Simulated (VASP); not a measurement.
Here is a VASP 6.6.1 calculation.

The input INCAR:

```
SYSTEM = Te
PREC     = Accurate       ! precision mode
ENCUT    = 520            ! plane-wave cutoff, eV
EDIFF    = 1E-6           ! SCF threshold, eV
ISMEAR   = -1             ! smearing method
SIGMA    = 0.1            ! smearing width, eV
LREAL    = .FALSE.        ! projectors in reciprocal space
LASPH    = .TRUE.         ! aspherical terms in the spheres
NELM     = 60             ! most SCF steps
ALGO     = Normal         ! electronic algorithm
ISIF     = 2              ! what is computed and relaxed
LWAVE    = .FALSE.        ! write WAVECAR
LCHARG   = .FALSE.        ! write CHGCAR
GGA      = PE             ! functional
NBANDS   = 9              ! bands
```

Contents of KPOINTS:

```
regular mesh
0
G
  11 11 11
  0 0 0
```

POSCAR

```
Te
1.0
    3.0684542225      0.0000000000      0.0000000000
    0.0000000000      3.0684542225      0.0000000000
    0.0000000000      0.0000000000      3.0684542225
Te
1
Direct
    0.0000000000      0.0000000000      0.0000000000
```

Potentials or basis: VASP PAW PBE potentials, release 64 (Te).

Run with:

```sh
$ cat potpaw_PBE.64/Te/POTCAR > POTCAR
$ mpirun -np 1 vasp_std > vasp.out
```

**Question.** Estimate the band gap on the k mesh.

**Answer.** Zero (bands 3 and 4 overlap by 6.26 eV).

**Question.** Estimate the pressure.

**Answer.** 8.7 GPa.

Caveat: the cell stands under pressure; spin-orbit coupling is left out, which moves the levels of the heavy elements.
